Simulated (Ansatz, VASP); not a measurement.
**One calculation of N, two programs**

File INCAR:

```
  PREC = Accurate
  ENCUT = 1330
  EDIFF = 1E-7
  ISMEAR = 0
  SIGMA = 0.02
  LREAL = False
  LASPH = True
  NELM = 120
  ALGO = Normal
  ISIF = 3
  LWAVE = False
  LCHARG = False
  GGA = PE
  IBRION = 2
  NSW = 70
  EDIFFG = -0.02
  GGA_COMPAT = False
  NELMIN = 4
```

File KPOINTS:

```
Automatic mesh
0
Gamma
  4 4 4
```

POSCAR

```
N
1.0
    5.6589943538      0.0000000000      0.0000000000
    0.0000000000      5.6589943538      0.0000000000
    0.0000000000      0.0000000000      5.6589943538
N
8
Direct
    0.0561888079      0.0561888079      0.0561888079
    0.4438111921      0.9438111921      0.5561888079
    0.5561888079      0.4438111921      0.9438111921
    0.9438111921      0.5561888079      0.4438111921
    0.9438111921      0.9438111921      0.9438111921
    0.5561888079      0.0561888079      0.4438111921
    0.4438111921      0.5561888079      0.0561888079
    0.0561888079      0.4438111921      0.5561888079
```

Input for Ansatz:

```yaml
crystal:
  lattice:
    - [5.6589943538, 0.0, 0.0]
    - [0.0, 5.6589943538, 0.0]
    - [0.0, 0.0, 5.6589943538]
  atoms:
    - { symbol: "N", position: [0.0561888079, 0.0561888079, 0.0561888079] }
    - { symbol: "N", position: [0.4438111921, 0.9438111921, 0.5561888079] }
    - { symbol: "N", position: [0.5561888079, 0.4438111921, 0.9438111921] }
    - { symbol: "N", position: [0.9438111921, 0.5561888079, 0.4438111921] }
    - { symbol: "N", position: [0.9438111921, 0.9438111921, 0.9438111921] }
    - { symbol: "N", position: [0.5561888079, 0.0561888079, 0.4438111921] }
    - { symbol: "N", position: [0.4438111921, 0.5561888079, 0.0561888079] }
    - { symbol: "N", position: [0.0561888079, 0.4438111921, 0.5561888079] }
basis:
  ecutwfc: 420
kpoints:
  mp_grid: { grid: [4, 4, 4] }
hamiltonian:
  xc: pbe
scf:
  occupations: { method: gaussian, width: 0.02 }
output:
  forces: true
  stress: true
  eigenvalues: true
relax:
  adjacent_minimum: "off"
  f_tol: 0.02
  max_steps: 50
  cell: { stress_tol: 0.03 }
```

Alike in both runs: task relaxation of cell and atoms; functional PBE; k mesh 4 × 4 × 4; occupations gaussian, width 0.02 eV; no spin polarisation.

```csv
,VASP,Ansatz
version,VASP 6.6.1,Ansatz 0.2.0
potentials or method,"VASP PAW PBE potentials, release 64 (N_h), cutoff 1330 eV","scalar-relativistic, plane waves, PAW"
valence electrons in the cell,40,40
```

|  | VASP | Ansatz | Ansatz less VASP |
| --- | --- | --- | --- |
| gap on the k mesh at the Fermi level, each at its own relaxed structure (eV) | 7.64 | 7.69 | +0.045 |
| relaxed volume (Å³/atom) | 27.62 | 29.01 | +1.389 |
| relaxed length of the cell vector where the two differ most in proportion (Å) | 6.046 | 6.146 | +0.0997 |

One of these differences is far larger than is usual between the two programs; its cause wasn't traced.

Noted on VASP's run: the volume moved by over 15 % at a fixed basis, so the end points are rough.
